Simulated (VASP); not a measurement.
Wanted: the native input for a VASP 6.6.1 run.

```yaml
Task: single point
Functional: PBE
Potentials_or_basis: VASP PAW PBE potentials, release 64 (C)
Cutoff: 520 eV
k_mesh: 6 × 6 × 6
Occupations: gaussian, width 0.01 eV
Spin: no spin polarisation
Dipole_correction: no
Further_INCAR_settings: ALGO = Normal; EDIFF = 1e-07; NBANDS = 11
```

The structure of C lies in POSCAR:

```
C
1.0
    0.0000000000      1.7801241425      1.7801241425
    1.7801241425      0.0000000000      1.7801241425
    1.7801241425      1.7801241425      0.0000000000
C
2
Direct
    0.0000000000      0.0000000000      0.0000000000
    0.2500000000      0.2500000000      0.2500000000
```

The input as run:

INCAR

```
ALGO     = Normal         # electronic algorithm
EDIFF    = 1E-7           # SCF threshold, eV
ENCUT    = 520            # plane-wave cutoff, eV
GGA      = PE             # functional
ISIF     = 2              # what is computed and relaxed
ISMEAR   = 0              # smearing method
LASPH    = T              # aspherical terms in the spheres
LCHARG   = F              # write CHGCAR
LREAL    = F              # projectors in reciprocal space
LWAVE    = F              # write WAVECAR
NBANDS   = 11             # bands
NELM     = 60             # most SCF steps
PREC     = Accurate       # precision mode
SIGMA    = 0.01           # smearing width, eV
```

KPOINTS

```
k-points
0
Gamma
  6 6 6
```

Potentials or basis: VASP PAW PBE potentials, release 64 (C).

The run is started by

```console
$ cat potpaw_PBE.64/C/POTCAR > POTCAR
$ mpirun -np 1 vasp_std > vasp.out
```

Results of the run:

| Property | Result |
| --- | --- |
| Pressure | 5.0 GPa |
| Band gap on the k mesh | 4.16 eV, indirect (least direct gap 5.60 eV) |

Caveat: the k points lie up to 0.51 Å⁻¹ apart.

Wall time 2.4 s on 1 thread of AMD EPYC 7R43 64-Core Processor (Zen 3) (shared host), peak memory 0.08 GiB.
